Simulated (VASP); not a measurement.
# Ga (Fd-3m) in VASP: notebook, part 2 of 2

VASP 6.6.1.

### Step 6. Single point, PBEsol (volume scaled by 0.84)

INCAR

```
SYSTEM = Ga
PREC = Accurate
ENCUT = 520
EDIFF = 1E-6
ISMEAR = -1
SIGMA = 0.08
LREAL = .False.
LASPH = .True.
NELM = 60
ALGO = Normal
ISIF = 2
LWAVE = .False.
LCHARG = .False.
GGA = PS
NBANDS = 20
```

KPOINTS

```
Automatic mesh
0
Gamma
  13 13 13
  0 0 0
```

POSCAR

```
Ga
1.0
    0.0000000000      2.7176710172      2.7176710172
    2.7176710172      0.0000000000      2.7176710172
    2.7176710172      2.7176710172      0.0000000000
Ga
2
Direct
   -0.1250000000     -0.1250000000     -0.1250000000
    0.1250000000      0.1250000000      0.1250000000
```

Potentials or basis: VASP PAW PBE potentials, release 64 (Ga_d).

On the command line:

```sh
> cat potpaw_PBE.64/Ga_d/POTCAR > POTCAR
> mpirun -np 1 vasp_std > vasp.out
```

OUTCAR:

```text
SYSTEM = Ga
   PREC = Accurate
   ENCUT = 520
   EDIFF = 1E-6
   ISMEAR = -1
   LREAL = .False.
   LASPH = .True.
   NELM = 60
   ISIF = 2
   GGA = PS

 ion  position               nearest neighbor table
   1  0.875  0.875  0.875-   2 2.35   2 2.35   2 2.35   2 2.35
   2  0.125  0.125  0.125-   1 2.35   1 2.35   1 2.35   1 2.35

  LATTYP: Found a face centered cubic cell.
 ALAT       =     5.4353420344

  Lattice vectors:

 A1 = (   0.0000000000,   2.7176710172,   2.7176710172)
 A2 = (   2.7176710172,   0.0000000000,   2.7176710172)
 A3 = (   2.7176710172,   2.7176710172,   0.0000000000)

Analysis of symmetry for initial positions (statically):
=====================================================================
 Subroutine PRICEL returns:
 Original cell was already a primitive cell.

 Routine SETGRP: Setting up the symmetry group for a
 face centered cubic supercell.

 Subroutine GETGRP returns: Found 48 space group operations
 (whereof 12 operations were pure point group operations)
 out of a pool of 48 trial point group operations.

The static configuration has the point symmetry D_3d.
 The point group associated with its full space group is O_h .

Analysis of symmetry for dynamics (positions and initial velocities):
=====================================================================
 Subroutine PRICEL returns:
 Original cell was already a primitive cell.

 Routine SETGRP: Setting up the symmetry group for a
 face centered cubic supercell.

 Subroutine GETGRP returns: Found 48 space group operations
 (whereof 12 operations were pure point group operations)
 out of a pool of 48 trial point group operations.

The dynamic configuration has the point symmetry D_3d.
 The point group associated with its full space group is O_h .

 Subroutine INISYM returns: Found 48 space group operations
 (whereof 12 operations are pure point group operations),
 and found     1 'primitive' translations

----------------------------------------------------------------------------------------

                                     Primitive cell

  volume of cell :      40.1440

  direct lattice vectors                    reciprocal lattice vectors
     0.000000000  2.717671017  2.717671017    -0.183981062  0.183981062  0.183981062
     2.717671017  0.000000000  2.717671017     0.183981062 -0.183981062  0.183981062
     2.717671017  2.717671017  0.000000000     0.183981062  0.183981062 -0.183981062

  length of vectors
     3.843367211  3.843367211  3.843367211     0.318664547  0.318664547  0.318664547

  position of ions in fractional coordinates (direct lattice)
     0.875000000  0.875000000  0.875000000
     0.125000000  0.125000000  0.125000000

  ion indices of the primitive-cell ions
   primitive index   ion index
                 1           1
                 2           2

----------------------------------------------------------------------------------------

 KPOINTS: Automatic mesh

Automatic generation of k-mesh.
 Grid dimensions read from file:
 generate k-points for:   13   13   13

 Generating k-lattice:

  Cartesian coordinates                     Fractional coordinates (reciprocal lattice)
    -0.014152389  0.014152389  0.014152389     0.076923077  0.000000000  0.000000000
     0.014152389 -0.014152389  0.014152389     0.000000000  0.076923077  0.000000000
     0.014152389  0.014152389 -0.014152389     0.000000000  0.000000000  0.076923077

  Length of vectors
     0.024512657  0.024512657  0.024512657

  Shift w.r.t. Gamma in fractional coordinates (k-lattice)
     0.000000000  0.000000000  0.000000000

 Subroutine IBZKPT returns following result:
 ===========================================

 Found     84 irreducible k-points:

 Following reciprocal coordinates:
            Coordinates               Weight
  0.000000  0.000000  0.000000      1.000000
  0.076923  0.000000  0.000000      8.000000
  0.153846  0.000000  0.000000      8.000000
  0.230769  0.000000  0.000000      8.000000
  0.307692  0.000000  0.000000      8.000000
  0.384615  0.000000  0.000000      8.000000
[... 16 lines left out ...]
  0.384615  0.153846  0.000000     24.000000
  0.461538  0.153846  0.000000     24.000000
 [... further k-points ...]
   k-points           NKPTS =     84   k-points in BZ     NKDIM =     84   number of bands    NBANDS=     20
   number of dos      NEDOS =    301   number of ions     NIONS =      2
   total plane-waves  NPLWV =  27000
   dimension x,y,z NGX =    30 NGY =   30 NGZ =   30
   dimension x,y,z NGXF=    60 NGYF=   60 NGZF=   60
   ions per type =               2
   NGX,Y,Z   is equivalent  to a cutoff of  12.98, 12.98, 12.98 a.u.
   NGXF,Y,Z  is equivalent  to a cutoff of  25.95, 25.95, 25.95 a.u.
 SYSTEM =  Ga
   PREC   = accura    normal or accurate (medium, high low for compatibility)
   ISTART =      0    job   : 0-new  1-cont  2-samecut
   ICHARG =      2    charge: 1-file 2-atom 10-const
   ISPIN  =      1    spin polarized calculation?
   LNONCOLLINEAR =      F non collinear calculations
   LSORBIT =      F    spin-orbit coupling
   LASPH  =      T    aspherical Exc in radial PAW
   ENCUT  =  520.0 eV  38.22 Ry    6.18 a.u.   7.15  7.15  7.15*2*pi/ulx,y,z
   NELM   =     60;   NELMIN=  2; NELMDL= -5     # of ELM steps
   EDIFF  = 0.1E-05   stopping-criterion for ELM
   LREAL  =      F    real-space projection
   EDIFFG = 0.1E-04   stopping-criterion for IOM
   NSW    =      0    number of steps for IOM
   IBRION =     -1    ionic relax: 0-MD 1-quasi-New 2-CG
   NFREE  =      0    steps in history (QN), initial steepest desc. (CG)
   ISIF   =      2    stress and relaxation
   ISYM   =      2    0-nonsym 1-usesym 2-fastsym
   POTIM  = 0.5000    time-step for ionic-motion
   TEBEG  =    0.0;   TEEND  =   0.0 temperature during run
   PSTRESS=    0.0 pullay stress
   NELECT =      26.0000    total number of electrons
   NUPDOWN=      -1.0000    fix difference up-down
   EMIN   =  10.00;   EMAX   =-10.00  energy-range for DOS
   EFERMI =   0.00;   METHOD = LEGACY
   ISMEAR =    -1;   SIGMA  =   0.08  broadening in eV -4-tet -1-fermi 0-gaus
   EFERMI_NEDOS =   21; number of points for ismear=-14 and -15
   IALGO  =     38    algorithm
   IMIX   =      4    mixing-type and parameters
     AMIX     =   0.40;   BMIX     =  1.00
     AMIX_MAG =   1.60;   BMIX_MAG =  1.00
  volume/ion in A,a.u.               =      20.07       135.45
  Fermi-wavevector in a.u.,A,eV,Ry     =   1.416421  2.676648 27.296673  2.006249
  Thomas-Fermi vector in A             =   2.537757
   LORBIT       =      0    0 simple, 1 ext, 2 COOP (PROOUT), +10 PAW based schemes
   GGA     = PS    functional components
   LHFCALC =     F    Hartree Fock is set to
   AEXX    =    0.0000 exact exchange contribution
   IVDW    =     0    specifies the selected vdW correction
   LEPSILON=     F    determine dielectric tensor
   LRPA    =     F    only Hartree local field effects (RPA)
 non-spin polarized calculation
  energy-cutoff  :      520.00
  volume of cell :       40.14
 maximum number of plane-waves:      1097
 NGX is ok and might be reduce to    30
   NGX = 15   NGY = 15   NGZ = 15

 number of electron      26.0000016 magnetization

 Free energy of the ion-electron system (eV)
  ---------------------------------------------------
  ext. energy  EPLUGINS =         0.00000000
  ---------------------------------------------------
  free energy    TOTEN  =        -5.81025882 eV

  energy without entropy =       -5.78678580  energy(sigma->0) =       -5.79852231

 E-fermi :   4.0874     XC(G=0): -10.5662

 val. band max:        4.0853475099   @ k =  -0.4615   0.3077   0.1538
 cond. band min:       4.0952365495   @ k =  -0.4615   0.1538   0.0769
 fundamental gap:      0.0098890396
 Fermi energy:         4.0873646922

 k-point     1 :       0.0000    0.0000    0.0000
  band No.  band energies     occupation
      1     -10.8716      2.00000
      2     -10.8716      2.00000
      3     -10.8716      2.00000
      4     -10.8111      2.00000
      5     -10.8111      2.00000
      6     -10.3086      2.00000
[... 12 lines left out ...]
     19      12.8494      0.00000
     20      16.5738      0.00000

 k-point     2 :       0.0769    0.0000    0.0000
  band No.  band energies     occupation
      1     -10.8837      2.00000
      2     -10.8837      2.00000
      3     -10.8698      2.00000
      4     -10.7945      2.00000
      5     -10.7945      2.00000
      6     -10.3136      2.00000
[... 498 lines left out ...]
 k-point    24 :       0.4615    0.1538    0.0000
  band No.  band energies     occupation
      1     -10.9594      2.00000
      2     -10.9177      2.00000
      3     -10.8249      2.00000
      4     -10.6854      2.00000
      5     -10.6535      2.00000
      6     -10.4774      2.00000
[... 12 lines left out ...]
     19      15.5297      0.00000
     20      18.9314      0.00000

 [... further k-points ...]
[... 5 lines left out ...]
  --------------------------------------------------------------------------------------
  -------------------------------------------------------------------------------------
  Total        2.8679093      2.8679093      2.8679093      0.0000000      0.0000000     -0.0000000
  in kB      114.4604255    114.4604255    114.4604255      0.0000000      0.0000000     -0.0000000
  external PRESSURE =     114.4604255 kB  Pullay stress =       0.0000000 kB

 VOLUME and BASIS-vectors are now :
 -----------------------------------------------------------------------------
  energy-cutoff  :      520.00
  volume of cell :       40.14
      direct lattice vectors                 reciprocal lattice vectors
     0.000000000  2.717671017  2.717671017    -0.183981062  0.183981062  0.183981062
     2.717671017  0.000000000  2.717671017     0.183981062 -0.183981062  0.183981062
     2.717671017  2.717671017  0.000000000     0.183981062  0.183981062 -0.183981062

 POSITION                                       TOTAL-FORCE (eV/Angst)
 -----------------------------------------------------------------------------------
      4.75592      4.75592      4.75592         0.000000      0.000000      0.000000
      0.67942      0.67942      0.67942        -0.000000     -0.000000     -0.000000
 -----------------------------------------------------------------------------------
    total drift:                               -0.000000      0.000000      0.000000

  FREE ENERGIE OF THE ION-ELECTRON SYSTEM (eV)
  ---------------------------------------------------
  free  energy   TOTEN  =        -5.8102588180 eV

  energy  without entropy=       -5.7867858008  energy(sigma->0) =       -5.79852231
```

OSZICAR:

```text
N       E                     dE             d eps       ncg     rms          rms(c)
DAV:   1     0.134766757348E+03    0.13477E+03   -0.13330E+04  3520   0.242E+03
DAV:   2     0.627386393980E+01   -0.12849E+03   -0.12521E+03  3436   0.386E+02
DAV:   3    -0.570092658689E+01   -0.11975E+02   -0.11920E+02  3816   0.992E+01
DAV:   4    -0.589308659657E+01   -0.19216E+00   -0.19204E+00  3824   0.135E+01
DAV:   5    -0.589639241654E+01   -0.33058E-02   -0.33056E-02  3888   0.175E+00    0.211E+00
DAV:   6    -0.582561040430E+01    0.70782E-01   -0.13122E-01  4404   0.660E+00    0.105E+00
DAV:   7    -0.581179523529E+01    0.13815E-01   -0.20100E-02  5236   0.226E+00    0.277E-01
DAV:   8    -0.581022818720E+01    0.15670E-02   -0.41709E-03  3800   0.845E-01    0.242E-02
DAV:   9    -0.581025989566E+01   -0.31708E-04   -0.24394E-04  3900   0.195E-01    0.121E-02
DAV:  10    -0.581025841985E+01    0.14758E-05   -0.30805E-05  3876   0.750E-02    0.158E-03
DAV:  11    -0.581025881799E+01   -0.39814E-06   -0.12755E-06  3104   0.110E-02
   1 F= -.58102588E+01 E0= -.57985223E+01  d E =-.234730E-01
```

Run time: 29 s. Hardware: 1 thread of Intel Xeon 6975P-C (Granite Rapids), shared host; peak memory 0.19 GiB.

Results:

* Free energy: -5.8103 eV
* Pressure: 11.4 GPa
* Band gap on the k mesh: zero (band 13 reaches 7.58 eV, above the bottom of band 14 at 2.49 eV)

Caveat: the PAW data sets were made with another functional, which shifts forces and pressure a little.

### Step 7. Overview

```tsv
cell	gap on the mesh (eV)	pressure (GPa)
a = 3.436 Å, angles 60.0°, 2 atoms	none	72.5
a = 3.582 Å, angles 60.0°, 2 atoms	none	41.1
a = 3.717 Å, angles 60.0°, 2 atoms	none	22.7
a = 3.843 Å, angles 60.0°, 2 atoms	none	11.4
```

Alike in all rows: task single point; level PBEsol; potentials or basis VASP PAW PBE potentials, release 64 (Ga_d); no spin polarisation; k mesh 13 × 13 × 13; cutoff (eV) 520; smearing fermi-dirac 0.08 eV.

Caveats: the PAW data sets were made with another functional, which shifts forces and pressure a little.

Absolute energies hang on the potentials; compare differences alone.
